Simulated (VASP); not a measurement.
# MgB2 (P6/mmm) in VASP: further runs, part 2 of 2

VASP 6.6.1. The steps go on from the part before.

## 4. Relaxation of cell and atoms, PBE, target pressure 20 GPa, at which the enthalpy is minimised

Input file INCAR:

```
PREC = Accurate
ENCUT = 600
EDIFF = 1E-7
ISMEAR = -1
SIGMA = 0.05
LREAL = F
LASPH = T
NELM = 80
ALGO = Normal
ISIF = 3
LWAVE = F
LCHARG = F
GGA = PE
IBRION = 2
NSW = 60
EDIFFG = -0.01
PSTRESS = 200.0
```

Input file KPOINTS:

```
Automatic mesh
0
Gamma
  10 10 8
```

Input file POSCAR:

```
MgB2
1.0
    3.0850000000      0.0000000000      0.0000000000
   -1.5425000000      2.6716883707      0.0000000000
    0.0000000000      0.0000000000      3.5230000000
Mg B
1 2
Direct
    0.0000000000      0.0000000000      0.0000000000
    0.6666666667      0.3333333333      0.5000000000
    0.3333333333      0.6666666667      0.5000000000
```

On the command line:

```bash
cat potpaw_PBE.64/Mg/POTCAR potpaw_PBE.64/B/POTCAR > POTCAR
mpirun -np 1 vasp_std > vasp.out
```

Run time: 55 s. Hardware: 1 thread of Intel Xeon Platinum 8559C (Emerald Rapids), shared host; peak memory 0.18 GiB.

It converged, with:

| Item | Value |
| --- | --- |
| Free energy | -15.1514 eV |
| Relaxed volume | 8.57 Å³/atom |
| Relaxed cell | a = 2.991 Å, b = 2.991 Å, c = 3.321 Å, α = 90.00°, β = 90.00°, γ = 120.00° |
| Space group after relaxing (to 0.1 Å) | P6/mmm (No. 191) |
| Energy change on relaxing (the run minimises the enthalpy) | +58.0 meV/atom |
| Ionic steps | 9 |
| Pressure after relaxing | 20.0 GPa |
| Band gap on the k mesh | zero (bands 4 and 5 overlap by 2.91 eV) |

Stress tensor (GPa, compression positive):
```
20.05  0.00  0.00
 0.00 20.05  0.00
 0.00  0.00 19.93
```

The path:
```csv
step,energy change (eV),largest force (eV/Å),pressure (GPa),volume (Å³)
1,0.0000,0.0000,-1.18,29.04
2,0.5100,0.0000,39.11,23.99
3,0.1657,0.0000,19.87,25.89
4,0.1733,0.0000,20.39,25.83
5,0.1757,0.0000,20.45,25.72
6,0.1812,0.0000,20.48,25.67
7,0.1807,0.0000,20.48,25.67
8,0.1684,0.0000,19.60,25.77
9,0.1741,0.0000,20.01,25.72
```

Final structure:
```xyz
3
Lattice="2.9907 0.0000 0.0000 -1.4953 2.5900 0.0000 0.0000 0.0000 3.3210" Properties=species:S:1:pos:R:3 pbc="T T T"
Mg    0.0000    0.0000    0.0000
B     1.4953    0.8633    1.6605
B     0.0000    1.7267    1.6605
```

Levels at points of the mesh, in eV from the Fermi level:
```
           k point  band 1  band 2  band 3  band 4  band 5  band 6  band 7  band 8
(0.00, 0.00, 0.00)  -13.19   -2.91    0.25    0.25    2.37    6.50    6.50    8.88
(0.50, 0.00, 0.00)   -9.03   -8.43   -2.47    0.32    3.50    3.91    6.27    8.51
(0.00, 0.00, 0.50)  -11.63   -7.99    0.75    0.75    6.81    6.81    8.30   11.78
(0.50, 0.00, 0.50)   -7.83   -7.34   -3.96   -2.13   -1.47    6.28    9.48    9.72
```

Caveat: the cell is relaxed towards a set pressure, so the run minimises the enthalpy, not the energy.

## 5. Relaxation of cell and atoms, PBE, target pressure 30 GPa, at which the enthalpy is minimised

Input file INCAR:

```
ALGO     = Normal         # electronic algorithm
EDIFF    = 1E-6           # SCF threshold, eV
EDIFFG   = -0.01          # ionic threshold
ENCUT    = 600            # plane-wave cutoff, eV
GGA      = PE             # functional
IBRION   = 2              # ionic algorithm
ISIF     = 3              # what is computed and relaxed
ISMEAR   = -1             # smearing method
LASPH    = T              # aspherical terms in the spheres
LCHARG   = F              # write CHGCAR
LREAL    = F              # projectors in reciprocal space
LWAVE    = F              # write WAVECAR
NELM     = 60             # most SCF steps
NSW      = 60             # ionic steps
PREC     = Accurate       # precision mode
PSTRESS  = 300.0        
SIGMA    = 0.05           # smearing width, eV
```

Input file KPOINTS:

```
k-points
0
Gamma
  10 10 8
```

POSCAR is that of step 4.

On the command line:

```bash
cat potpaw_PBE.64/Mg/POTCAR potpaw_PBE.64/B/POTCAR > POTCAR
mpirun -np 1 vasp_std > vasp.out
```

It took 45 s on 1 thread of Intel Xeon Platinum 8559C (Emerald Rapids), shared host; peak memory 0.18 GiB.

Results (log left out):

* Free energy: -14.9830 eV
* Relaxed volume: 8.21 Å³/atom
* Relaxed cell: a = 2.956 Å, b = 2.956 Å, c = 3.255 Å, α = 90.00°, β = 90.00°, γ = 120.00°
* Space group after relaxing (to 0.1 Å): P6/mmm (No. 191)
* Energy change on relaxing (the run minimises the enthalpy): +114.2 meV/atom
* Ionic steps: 9
* Pressure after relaxing: 30.0 GPa
* Band gap on the k mesh: zero (bands 4 and 5 overlap by 3.08 eV)

Stress tensor (GPa, compression positive):
```
30.07  0.00  0.00
 0.00 30.07  0.00
 0.00  0.00 29.85
```

Step by step:
| step | energy change (eV) | largest force (eV/Å) | pressure (GPa) | volume (Å³) |
| --- | --- | --- | --- | --- |
| 1 | 0.0000 | 0.0000 | -1.18 | 29.04 |
| 2 | 1.2362 | 0.0000 | 70.31 | 21.82 |
| 3 | 0.3205 | 0.0000 | 29.34 | 24.88 |
| 4 | 0.3351 | 0.0000 | 30.14 | 24.80 |
| 5 | 0.3386 | 0.0000 | 30.22 | 24.67 |
| 6 | 0.3477 | 0.0000 | 30.25 | 24.61 |
| 7 | 0.3469 | 0.0000 | 30.25 | 24.61 |
| 8 | 0.3380 | 0.0000 | 29.74 | 24.66 |
| 9 | 0.3425 | 0.0000 | 30.00 | 24.64 |

Final structure:
```
CELL_PARAMETERS angstrom
2.95617 0.00000 0.00000
-1.47809 2.56012 0.00000
0.00000 0.00000 3.25536
ATOMIC_POSITIONS crystal
Mg 0.00000 0.00000 0.00000
B 0.66667 0.33333 0.50000
B 0.33333 0.66667 0.50000
```

Levels at points of the mesh, in eV from the Fermi level:
```tsv
k point	band 1	band 2	band 3	band 4	band 5	band 6	band 7	band 8
(0.00, 0.00, 0.00)	-13.45	-2.88	0.23	0.23	2.62	6.61	6.61	9.22
(0.50, 0.00, 0.00)	-9.18	-8.63	-2.55	0.38	3.69	3.95	6.64	9.07
(0.00, 0.00, 0.50)	-11.79	-8.18	0.78	0.78	6.91	6.91	8.47	12.46
(0.50, 0.00, 0.50)	-7.90	-7.47	-4.08	-2.20	-1.50	6.54	9.74	10.12
```

Caveat: the cell is relaxed towards a set pressure, so the run minimises the enthalpy, not the energy; the volume moved by over 15 % at a fixed basis, so the end points are rough.

## 6. Single point, PBE

Input file INCAR:

```
SYSTEM = MgB2
PREC = Accurate
ENCUT = 520
EDIFF = 1E-6
ISMEAR = 0
SIGMA = 0.1
LREAL = .False.
LASPH = .True.
NELM = 100
ALGO = Normal
ISIF = 2
LWAVE = .False.
LCHARG = .False.
GGA = PE
NBANDS = 11
```

Input file KPOINTS:

```
Automatic mesh
0
Gamma
  7 7 6
  0 0 0
```

POSCAR is that of step 5.

Potentials or basis: VASP PAW PBE potentials, release 64 (Mg, B).

On the command line:

```bash
cat potpaw_PBE.64/Mg/POTCAR potpaw_PBE.64/B/POTCAR > POTCAR
mpirun -np 1 vasp_std > vasp.out
```

OUTCAR:

```text
SYSTEM = MgB2
   PREC = Accurate
   ENCUT = 520
   EDIFF = 1E-6
   ISMEAR = 0
   LREAL = .False.
   LASPH = .True.
   NELM = 100
   ISIF = 2
   GGA = PE

 ion  position               nearest neighbor table
   1  0.000  0.000  0.000-   2 2.51   3 2.51   2 2.51   3 2.51   2 2.51   2 2.51   3 2.51   3 2.51
                             2 2.51   2 2.51   3 2.51   3 2.51
   2  0.667  0.333  0.500-   3 1.78   3 1.78   3 1.78   1 2.51   1 2.51   1 2.51   1 2.51   1 2.51
                             1 2.51
   3  0.333  0.667  0.500-   2 1.78   2 1.78   2 1.78   1 2.51   1 2.51   1 2.51   1 2.51   1 2.51
                             1 2.51

  LATTYP: Found a hexagonal cell.
 ALAT       =     3.0850000000
 C/A-ratio  =     1.1419773096

  Lattice vectors:

 A1 = (   3.0850000000,   0.0000000000,   0.0000000000)
 A2 = (  -1.5425000000,   2.6716883707,   0.0000000000)
 A3 = (   0.0000000000,   0.0000000000,   3.5230000000)

Analysis of symmetry for initial positions (statically):
=====================================================================
 Subroutine PRICEL returns:
 Original cell was already a primitive cell.

 Routine SETGRP: Setting up the symmetry group for a
 hexagonal supercell.

 Subroutine GETGRP returns: Found 24 space group operations
 (whereof 24 operations were pure point group operations)
 out of a pool of 24 trial point group operations.

The static configuration has the point symmetry D_6h.

Analysis of symmetry for dynamics (positions and initial velocities):
=====================================================================
 Subroutine PRICEL returns:
 Original cell was already a primitive cell.

 Routine SETGRP: Setting up the symmetry group for a
 hexagonal supercell.

 Subroutine GETGRP returns: Found 24 space group operations
 (whereof 24 operations were pure point group operations)
 out of a pool of 24 trial point group operations.

The dynamic configuration has the point symmetry D_6h.

 Subroutine INISYM returns: Found 24 space group operations
 (whereof 24 operations are pure point group operations),
 and found     1 'primitive' translations

----------------------------------------------------------------------------------------

                                     Primitive cell

  volume of cell :      29.0371

  direct lattice vectors                    reciprocal lattice vectors
     3.085000000  0.000000000  0.000000000     0.324149109  0.187147575  0.000000000
    -1.542500000  2.671688371  0.000000000     0.000000000  0.374295150  0.000000000
     0.000000000  0.000000000  3.523000000     0.000000000  0.000000000  0.283848992

  length of vectors
     3.085000000  3.085000000  3.523000000     0.374295150  0.374295150  0.283848992

  position of ions in fractional coordinates (direct lattice)
     0.000000000  0.000000000  0.000000000
     0.666666667  0.333333333  0.500000000
     0.333333333  0.666666667  0.500000000

  ion indices of the primitive-cell ions
   primitive index   ion index
                 1           1
                 2           2
                 3           3

----------------------------------------------------------------------------------------

 KPOINTS: Automatic mesh

Automatic generation of k-mesh.
[... 49 lines left out ...]
   number of dos      NEDOS =    301   number of ions     NIONS =      3
   total plane-waves  NPLWV =  16128
   dimension x,y,z NGX =    24 NGY =   24 NGZ =   28
   dimension x,y,z NGXF=    48 NGYF=   48 NGZF=   56
   ions per type =               1   2
   NGX,Y,Z   is equivalent  to a cutoff of  12.93, 12.93, 13.21 a.u.
   NGXF,Y,Z  is equivalent  to a cutoff of  25.87, 25.87, 26.43 a.u.
 SYSTEM =  MgB2
   PREC   = accura    normal or accurate (medium, high low for compatibility)
   ISTART =      0    job   : 0-new  1-cont  2-samecut
   ICHARG =      2    charge: 1-file 2-atom 10-const
   ISPIN  =      1    spin polarized calculation?
   LNONCOLLINEAR =      F non collinear calculations
   LSORBIT =      F    spin-orbit coupling
   LASPH  =      T    aspherical Exc in radial PAW
   ENCUT  =  520.0 eV  38.22 Ry    6.18 a.u.   5.74  5.74  6.55*2*pi/ulx,y,z
   NELM   =    100;   NELMIN=  2; NELMDL= -5     # of ELM steps
   EDIFF  = 0.1E-05   stopping-criterion for ELM
   LREAL  =      F    real-space projection
   EDIFFG = 0.1E-04   stopping-criterion for IOM
   NSW    =      0    number of steps for IOM
   IBRION =     -1    ionic relax: 0-MD 1-quasi-New 2-CG
   NFREE  =      0    steps in history (QN), initial steepest desc. (CG)
   ISIF   =      2    stress and relaxation
   ISYM   =      2    0-nonsym 1-usesym 2-fastsym
   POTIM  = 0.5000    time-step for ionic-motion
   TEBEG  =    0.0;   TEEND  =   0.0 temperature during run
   PSTRESS=    0.0 pullay stress
   NELECT =       8.0000    total number of electrons
   NUPDOWN=      -1.0000    fix difference up-down
   EMIN   =  10.00;   EMAX   =-10.00  energy-range for DOS
   EFERMI =   0.00;   METHOD = LEGACY
   ISMEAR =     0;   SIGMA  =   0.10  broadening in eV -4-tet -1-fermi 0-gaus
   EFERMI_NEDOS =   21; number of points for ismear=-14 and -15
   IALGO  =     38    algorithm
   IMIX   =      4    mixing-type and parameters
     AMIX     =   0.40;   BMIX     =  1.00
     AMIX_MAG =   1.60;   BMIX_MAG =  1.00
  volume/ion in A,a.u.               =       9.68        65.32
  Fermi-wavevector in a.u.,A,eV,Ry     =   1.065255  2.013040 15.439462  1.134768
  Thomas-Fermi vector in A             =   2.200801
   LORBIT       =      0    0 simple, 1 ext, 2 COOP (PROOUT), +10 PAW based schemes
   GGA     = PE    functional components
   LHFCALC =     F    Hartree Fock is set to
   AEXX    =    0.0000 exact exchange contribution
   IVDW    =     0    specifies the selected vdW correction
   LEPSILON=     F    determine dielectric tensor
   LRPA    =     F    only Hartree local field effects (RPA)
 non-spin polarized calculation
 Gauss-broadening in eV      SIGMA  =   0.10
  energy-cutoff  :      520.00
  volume of cell :       29.04
 maximum number of plane-waves:       806
 NGX is ok and might be reduce to    24
   NGX = 11   NGY = 11   NGZ = 13

 number of electron       8.0000000 magnetization

 Free energy of the ion-electron system (eV)
  ---------------------------------------------------
  ext. energy  EPLUGINS =         0.00000000
  ---------------------------------------------------
  free energy    TOTEN  =       -15.32883281 eV

  energy without entropy =      -15.32396168  energy(sigma->0) =      -15.32639724

 E-fermi :   5.0985     XC(G=0): -10.9134

 val. band max:        5.0896174866   @ k =   0.4286   0.0000   0.0000
 cond. band min:       5.1291920698   @ k =   0.1429  -0.0000   0.3333
 fundamental gap:      0.0395745833
 Fermi energy:         5.0984774889

 k-point     1 :       0.0000    0.0000    0.0000
  band No.  band energies     occupation
      1      -7.1678      2.00000
      2       2.3211      2.00000
      3       5.5928      0.00000
      4       5.5928      0.00000
      5       6.9250      0.00000
      6      11.5375      0.00000
      7      11.5375      0.00000
      8      13.3273      0.00000
      9      15.1773      0.00000
     10      17.8971      0.00000
     11      21.4209      0.00000
[... 309 lines left out ...]
 k-point    24 :       0.2857    0.2857    0.3333
  band No.  band energies     occupation
      1      -2.4720      2.00000
      2      -0.6222      2.00000
      3       0.4026      2.00000
      4       2.9908      2.00000
      5       5.0096      1.79138
      6       9.9789      0.00000
      7      15.1299      0.00000
      8      15.6245      0.00000
      9      16.3737      0.00000
     10      18.3260      0.00000
     11      19.7084      0.00000

 [... further k-points ...]

------------------------ aborting loop because EDIFF is reached ----------------------------------------

  FORCE on cell =-STRESS in cart. coord.  units (eV):
  Direction    XX          YY          ZZ          XY          YZ          ZX
  --------------------------------------------------------------------------------------
  -------------------------------------------------------------------------------------
  Total       -0.3865686     -0.3865686      0.0211119     -0.0000000      0.0000000      0.0000000
  in kB      -21.3296419    -21.3296419      1.1648877     -0.0000000      0.0000000      0.0000000
  external PRESSURE =     -13.8314654 kB  Pullay stress =       0.0000000 kB

 VOLUME and BASIS-vectors are now :
 -----------------------------------------------------------------------------
  energy-cutoff  :      520.00
  volume of cell :       29.04
      direct lattice vectors                 reciprocal lattice vectors
     3.085000000  0.000000000  0.000000000     0.324149109  0.187147575  0.000000000
    -1.542500000  2.671688371  0.000000000     0.000000000  0.374295150  0.000000000
     0.000000000  0.000000000  3.523000000     0.000000000  0.000000000  0.283848992

 POSITION                                       TOTAL-FORCE (eV/Angst)
 -----------------------------------------------------------------------------------
      0.00000      0.00000      0.00000        -0.000000      0.000000      0.000000
      1.54250      0.89056      1.76150        -0.000000      0.000000     -0.000000
     -0.00000      1.78113      1.76150         0.000000     -0.000000      0.000000
 -----------------------------------------------------------------------------------
    total drift:                                0.000000     -0.000000      0.000000

  FREE ENERGIE OF THE ION-ELECTRON SYSTEM (eV)
  ---------------------------------------------------
  free  energy   TOTEN  =       -15.3288328129 eV

  energy  without entropy=      -15.3239616763  energy(sigma->0) =      -15.32639724
```

OSZICAR:

```text
N       E                     dE             d eps       ncg     rms          rms(c)
DAV:   1     0.530064774035E+01    0.53006E+01   -0.37767E+03   736   0.612E+02
DAV:   2    -0.163243722953E+02   -0.21625E+02   -0.20593E+02   943   0.106E+02
DAV:   3    -0.169964156901E+02   -0.67204E+00   -0.66621E+00   911   0.154E+01
DAV:   4    -0.169982134159E+02   -0.17977E-02   -0.17976E-02   809   0.868E-01
DAV:   5    -0.169982201324E+02   -0.67165E-05   -0.67161E-05   899   0.567E-02    0.524E+00
DAV:   6    -0.155675864564E+02    0.14306E+01   -0.18014E+00   785   0.619E+00    0.244E+00
DAV:   7    -0.153338625144E+02    0.23372E+00   -0.85671E-01   809   0.426E+00    0.767E-01
DAV:   8    -0.153362726585E+02   -0.24101E-02   -0.79004E-02   779   0.155E+00    0.361E-01
DAV:   9    -0.153289288672E+02    0.73438E-02   -0.15822E-02   770   0.574E-01    0.681E-02
DAV:  10    -0.153288592975E+02    0.69570E-04   -0.13043E-03   857   0.193E-01    0.295E-02
DAV:  11    -0.153288329093E+02    0.26388E-04   -0.12352E-04   794   0.606E-02    0.281E-03
DAV:  12    -0.153288328129E+02    0.96468E-07   -0.21582E-06   765   0.920E-03
   1 F= -.15328833E+02 E0= -.15326397E+02  d E =-.487114E-02
```

Wall time 13 s (1 thread of Intel Xeon 8259CL, shared host); peak memory 0.15 GiB.

Results:

```
Free energy            : -15.3288 eV
Pressure               : -1.4 GPa
Band gap on the k mesh : zero (bands 4 and 5 overlap by 2.06 eV)
```

Stress tensor (GPa, compression positive):
```
-2.13  0.00  0.00
 0.00 -2.13  0.00
 0.00  0.00  0.12
```

Levels at points of the mesh, in eV from the Fermi level:
```
           k point  band 1  band 2  band 3  band 4  band 5  band 6  band 7  band 8
(0.00, 0.00, 0.00)  -12.27   -2.78    0.49    0.49    1.83    6.44    6.44    8.23
(0.00, 0.00, 0.50)  -11.00   -7.25    0.87    0.87    6.77    6.77    8.10    9.98
```

## 7. The runs side by side

| task | cell | k mesh | cutoff (eV) | smearing | gap on the mesh (eV) | pressure (GPa) |
| --- | --- | --- | --- | --- | --- | --- |
| relaxation of cell and atoms | relaxed to 5 GPa | 10 × 10 × 8 | 600 | fermi-dirac 0.05 eV | none | 5.0 |
| relaxation of cell and atoms | relaxed to 10 GPa | 10 × 10 × 8 | 600 | fermi-dirac 0.05 eV | none | 10.0 |
| relaxation of cell and atoms | relaxed to 20 GPa | 10 × 10 × 8 | 600 | fermi-dirac 0.05 eV | none | 20.0 |
| relaxation of cell and atoms | relaxed to 30 GPa | 10 × 10 × 8 | 600 | fermi-dirac 0.05 eV | none | 30.0 |
| single point | as given | 7 × 7 × 6 | 520 | gaussian 0.1 eV | none | -1.4 |

Alike in all rows: level PBE; potentials or basis VASP PAW PBE potentials, release 64 (Mg, B); no spin polarisation.

Caveats: the cell is relaxed towards a set pressure, so the run minimises the enthalpy, not the energy (at least some runs); the volume moved by over 15 % at a fixed basis, so the end points are rough (at least some runs).

Absolute energies hang on the potentials; compare differences alone.
